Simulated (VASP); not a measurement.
# LiF (I4/mmm) in VASP: further runs

LiF is run at these levels: PBE; tasks: single point.

All numbers are computed with VASP 6.6.1; they aren't measurements. Logs are shortened: lines on timing, memory, paths and dates and some standing lists are left out, and cuts for length are marked.

### Step 1. The cell of the first run

Symmetry: I4/mmm, No. 139, tetragonal system. The conventional cell has a = 2.708 Å, b = 2.708 Å, c = 4.111 Å, α = 90.00°, β = 90.00°, γ = 90.00°. Li (site symmetry 4/mmm) has 6 F at 1.92 to 2.06 Å within 2.5 Å. F (site symmetry 4/mmm) has 6 Li at 1.92 to 2.06 Å within 2.5 Å.

### Step 2. Single point, PBE (epitaxial xy strain -4.0%)

INCAR reads:

```
ALGO = Normal
EDIFF = 1E-7
ENCUT = 520
GGA = PE
ISIF = 2
ISMEAR = 0
LASPH = True
LCHARG = True
LELF = True
LREAL = False
LVHAR = True
LWAVE = False
NBANDS = 12
NELM = 100
PREC = Accurate
SIGMA = 0.01
```

KPOINTS reads:

```
k-points
0
Gamma
  6 6 6
```

POSCAR reads:

```
LiF
1.0
    0.0000000000      1.9150768680      2.0553467111
    1.9150768680      0.0000000000      2.0553467111
    1.9150768680      1.9150768680      0.0000000000
Li F
1 1
Direct
    0.0000000000      0.0000000000      0.0000000000
    0.5000000000      0.5000000000      0.5000000000
```

Potentials or basis: VASP PAW PBE potentials, release 64 (Li_sv, F).

On the command line:

```console
$ cat potpaw_PBE.64/Li_sv/POTCAR potpaw_PBE.64/F/POTCAR > POTCAR
$ mpirun -np 1 vasp_std > vasp.out
```

OUTCAR:

```text
EDIFF = 1E-7
   ENCUT = 520
   GGA = PE
   ISIF = 2
   ISMEAR = 0
   LASPH = True
   LREAL = False
   NELM = 100
   PREC = Accurate

 ion  position               nearest neighbor table
   1  0.000  0.000  0.000-   2 1.92   2 1.92   2 1.92   2 1.92   2 2.06   2 2.06
   2  0.500  0.500  0.500-   1 1.92   1 1.92   1 1.92   1 1.92   1 2.06   1 2.06

  LATTYP: Found a body centered tetragonal cell.
 ALAT       =     2.7083276797
 C/A-ratio  =     1.5177976627

  Lattice vectors:

 A1 = (  -1.9150768680,   0.0000000000,   2.0553467111)
 A2 = (   1.9150768680,   0.0000000000,   2.0553467111)
 A3 = (   0.0000000000,   1.9150768680,  -2.0553467111)

Analysis of symmetry for initial positions (statically):
=====================================================================
 Subroutine PRICEL returns:
 Original cell was already a primitive cell.

 Routine SETGRP: Setting up the symmetry group for a
 body centered tetragonal supercell.

 Subroutine GETGRP returns: Found 16 space group operations
 (whereof 16 operations were pure point group operations)
 out of a pool of 16 trial point group operations.

The static configuration has the point symmetry D_4h.

Analysis of symmetry for dynamics (positions and initial velocities):
=====================================================================
 Subroutine PRICEL returns:
 Original cell was already a primitive cell.

 Routine SETGRP: Setting up the symmetry group for a
 body centered tetragonal supercell.

 Subroutine GETGRP returns: Found 16 space group operations
 (whereof 16 operations were pure point group operations)
 out of a pool of 16 trial point group operations.

The dynamic configuration has the point symmetry D_4h.

 Subroutine INISYM returns: Found 16 space group operations
 (whereof 16 operations are pure point group operations),
 and found     1 'primitive' translations

----------------------------------------------------------------------------------------

                                     Primitive cell

  volume of cell :      15.0760

  direct lattice vectors                    reciprocal lattice vectors
     0.000000000  1.915076868  2.055346711    -0.261086126  0.261086126  0.243267959
     1.915076868  0.000000000  2.055346711     0.261086126 -0.261086126  0.243267959
     1.915076868  1.915076868  0.000000000     0.261086126  0.261086126 -0.243267959

  length of vectors
     2.809264942  2.809264942  2.708327680     0.442166519  0.442166519  0.442166519

[... 85 lines left out ...]
   NFREE  =      0    steps in history (QN), initial steepest desc. (CG)
   ISIF   =      2    stress and relaxation
   ISYM   =      2    0-nonsym 1-usesym 2-fastsym
   POTIM  = 0.5000    time-step for ionic-motion
   TEBEG  =    0.0;   TEEND  =   0.0 temperature during run
   PSTRESS=    0.0 pullay stress
   NELECT =      10.0000    total number of electrons
   NUPDOWN=      -1.0000    fix difference up-down
   EMIN   =  10.00;   EMAX   =-10.00  energy-range for DOS
   EFERMI =   0.00;   METHOD = LEGACY
   ISMEAR =     0;   SIGMA  =   0.01  broadening in eV -4-tet -1-fermi 0-gaus
   EFERMI_NEDOS =   21; number of points for ismear=-14 and -15
   IALGO  =     38    algorithm
   IMIX   =      4    mixing-type and parameters
     AMIX     =   0.40;   BMIX     =  1.00
     AMIX_MAG =   1.60;   BMIX_MAG =  1.00
  volume/ion in A,a.u.               =       7.54        50.87
  Fermi-wavevector in a.u.,A,eV,Ry     =   1.427729  2.698016 27.734238  2.038409
  Thomas-Fermi vector in A             =   2.547867
   LORBIT       =      0    0 simple, 1 ext, 2 COOP (PROOUT), +10 PAW based schemes
   GGA     = PE    functional components
   LHFCALC =     F    Hartree Fock is set to
   AEXX    =    0.0000 exact exchange contribution
   IVDW    =     0    specifies the selected vdW correction
   LEPSILON=     F    determine dielectric tensor
   LRPA    =     F    only Hartree local field effects (RPA)
 non-spin polarized calculation
 Gauss-broadening in eV      SIGMA  =   0.01
  energy-cutoff  :      520.00
  volume of cell :       15.08
 maximum number of plane-waves:       415
 NGX is ok and might be reduce to    24
   NGX = 11   NGY = 11   NGZ =  9

 number of electron      10.0000002 magnetization

 Free energy of the ion-electron system (eV)
  ---------------------------------------------------
  ext. energy  EPLUGINS =         0.00000000
  ---------------------------------------------------
  free energy    TOTEN  =        -9.57509930 eV

  energy without entropy =       -9.57509930  energy(sigma->0) =       -9.57509930

 E-fermi :  -0.1325     XC(G=0): -10.3720

 val. band max:       -0.4302338130   @ k =   0.0000   0.0000   0.0000
 cond. band min:       9.2997385578   @ k =   0.0000   0.0000   0.0000
 fundamental gap:      9.7299723708
 Fermi energy:        -0.1325162720

 k-point     1 :       0.0000    0.0000    0.0000
  band No.  band energies     occupation
      1     -41.2529      2.00000
      2     -20.7150      2.00000
      3      -0.5668      2.00000
      4      -0.5668      2.00000
      5      -0.4302      2.00000
      6       9.2997      0.00000
      7      23.4333      0.00000
      8      24.2514      0.00000
      9      24.9027      0.00000
     10      24.9027      0.00000
     11      25.1835      0.00000
     12      25.1835      0.00000
[... 331 lines left out ...]
 k-point    24 :       0.5000   -0.0000    0.3333
  band No.  band energies     occupation
      1     -41.1482      2.00000
      2     -19.9540      2.00000
      3      -3.4214      2.00000
      4      -1.9574      2.00000
      5      -1.4358      2.00000
      6      14.4187      0.00000
      7      15.8043      0.00000
      8      18.7096      0.00000
      9      20.0797      0.00000
     10      22.2710      0.00000
     11      34.8086      0.00000
     12      35.4997      0.00000

 [... further k-points ...]
[... 5 lines left out ...]
  --------------------------------------------------------------------------------------
  -------------------------------------------------------------------------------------
  Total        1.1727980      1.1727980      0.4032022      0.0000000      0.0000000      0.0000000
  in kB      124.6367987    124.6367987     42.8495197      0.0000000      0.0000000      0.0000000
  external PRESSURE =      97.3743723 kB  Pullay stress =       0.0000000 kB

 VOLUME and BASIS-vectors are now :
 -----------------------------------------------------------------------------
  energy-cutoff  :      520.00
  volume of cell :       15.08
      direct lattice vectors                 reciprocal lattice vectors
     0.000000000  1.915076868  2.055346711    -0.261086126  0.261086126  0.243267959
     1.915076868  0.000000000  2.055346711     0.261086126 -0.261086126  0.243267959
     1.915076868  1.915076868  0.000000000     0.261086126  0.261086126 -0.243267959

 POSITION                                       TOTAL-FORCE (eV/Angst)
 -----------------------------------------------------------------------------------
      0.00000      0.00000      0.00000         0.000000      0.000000     -0.000000
      1.91508      1.91508      2.05535        -0.000000     -0.000000      0.000000
 -----------------------------------------------------------------------------------
    total drift:                               -0.000000     -0.000000      0.000000

  FREE ENERGIE OF THE ION-ELECTRON SYSTEM (eV)
  ---------------------------------------------------
  free  energy   TOTEN  =        -9.5750992979 eV

  energy  without entropy=       -9.5750992979  energy(sigma->0) =       -9.57509930
```

It took 8.1 s on 1 thread of Intel Xeon 8259CL, shared host; peak memory 0.13 GiB.

Results:

| Property | Result |
| --- | --- |
| Free energy | -9.5751 eV |
| Band gap on the k mesh | 9.73 eV, direct |

Caveat: the k points lie up to 0.46 Å⁻¹ apart; the cell differs from its parent crystal (epitaxial xy strain -4.0%); the cutoff is under 1.25 times the usual one of these potentials, so pressure, stress and relaxed cells hold a basis-set (Pulay) error.

### Step 3. Single point, PBE (epitaxial xy strain -3.0%)

INCAR reads:

```
PREC = Accurate ; ENCUT = 520
EDIFF = 1E-6 ; ISMEAR = 0
SIGMA = 0.01 ; LREAL = False
LASPH = True ; NELM = 100
ALGO = Normal ; ISIF = 2
LWAVE = False ; LCHARG = False
GGA = PE ; NBANDS = 12
```

KPOINTS reads:

```
regular mesh
0
Gamma
  6 6 6
```

POSCAR reads:

```
LiF
1.0
    0.0000000000      1.9350255854      2.0391122889
    1.9350255854      0.0000000000      2.0391122889
    1.9350255854      1.9350255854      0.0000000000
Li F
1 1
Direct
    0.0000000000      0.0000000000      0.0000000000
    0.5000000000      0.5000000000      0.5000000000
```

Potentials or basis: VASP PAW PBE potentials, release 64 (Li_sv, F).

On the command line:

```console
$ cat potpaw_PBE.64/Li_sv/POTCAR potpaw_PBE.64/F/POTCAR > POTCAR
$ mpirun -np 1 vasp_std > vasp.out
```

Wall time 6.2 s (1 thread of Intel Xeon 8259CL, shared host); peak memory 0.13 GiB.

It converged, with:

* Free energy: -9.5946 eV
* Band gap on the k mesh: 9.64 eV, direct

Levels at points of the mesh, in eV from the valence-band top:
| k point | band 3 | band 4 | band 5 | band 6 | band 7 | band 8 |
| --- | --- | --- | --- | --- | --- | --- |
| (0.00, 0.00, 0.00) | -0.11 | -0.11 | 0.00 | 9.64 | 23.98 | 24.65 |
| (0.50, 0.00, 0.00) | -2.79 | -0.38 | -0.26 | 11.07 | 17.48 | 18.93 |
| (0.50, 0.50, 0.00) | -3.41 | -1.06 | -1.06 | 14.76 | 17.23 | 18.23 |
| (0.50, 0.00, 0.50) | -3.36 | -1.41 | -1.05 | 15.75 | 16.51 | 18.25 |

Caveat: the k points lie up to 0.46 Å⁻¹ apart; the cell differs from its parent crystal (epitaxial xy strain -3.0%); the cutoff is under 1.25 times the usual one of these potentials, so pressure, stress and relaxed cells hold a basis-set (Pulay) error.
